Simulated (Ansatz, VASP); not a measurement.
**Two plane-wave programs on RbCl**

```
Rb Cl
1.0
     4.63014    0.00000    0.00000
     0.00000    4.63014    0.00000
     0.00000    0.00000   19.27400
Rb Cl
2 2
Direct
  0.00000 0.00000 0.41507
  0.50000 0.50000 0.58493
  0.50000 0.50000 0.41507
  0.00000 0.00000 0.58493
```

Alike in both runs: task single point; functional PBE; k mesh 4 × 4 × 1; occupations gaussian, width 0.15 eV; no spin polarisation.

```csv
,VASP,Ansatz
version,VASP 6.6.1,Ansatz 0.2.0
potentials or method,"VASP PAW PBE potentials, release 64 (Rb_sv, Cl), cutoff 400 eV","plane waves, PAW"
valence electrons in the cell,32,32
```

|  | VASP | Ansatz | Ansatz less VASP |
| --- | --- | --- | --- |
| gap on the k mesh at the Fermi level (eV) | 4.76 | 4.76 | +0.003 |
